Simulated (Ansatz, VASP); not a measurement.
**SiNi: VASP beside Ansatz**

```
CELL_PARAMETERS angstrom
2.98150 0.00000 0.00000
0.00000 3.32349 0.00000
0.00000 0.00000 4.73900
ATOMIC_POSITIONS crystal
Ni 0.50000 0.50000 0.34250
Ni 0.00000 0.00000 0.65750
Si 0.50000 0.50000 0.84314
Si 0.00000 0.00000 0.15686
```

Alike in both runs: task single point; functional LDA; k mesh 9 × 8 × 6; occupations fermi-dirac, width 0.05 eV; collinear spin.

```csv
,VASP,Ansatz
version,VASP 6.6.1,Ansatz 0.2.0
potentials or method,"VASP PAW LDA potentials, release 64 (Ni, Si)",Ansatz PAW
plane-wave cutoff (eV),520,420
valence electrons in the cell,28,44
```

Ansatz gave:

| Quantity | Value |
| --- | --- |
| gap on the k mesh at the Fermi level (eV) | none |
| pressure (GPa) | -11.7 |
| traceless stress, the component that is largest in VASP (GPa) | -3.18 |
| rms of the force components (eV/Å) | 0.136 |
| net moment per atom (μB) | 0.00 |

Question: Which values does VASP return?

Answer: gap on the k mesh at the Fermi level (eV): none; pressure (GPa): -11.4; traceless stress, the component that is largest in VASP (GPa): -2.95; rms of the force components (eV/Å): 0.132; net moment per atom (μB): 0.00.

LDA's correlation is that of Perdew and Zunger in VASP and of Perdew and Wang (1992) in Ansatz. Atom by atom the forces differ by 0.006 eV/Å (rms over components). A gap of «none» marks a metal or a gap that the smearing closes. VASP's potentials hold 28 valence electrons a cell and Ansatz's 44, so a difference there can come from the potentials and not from the codes.
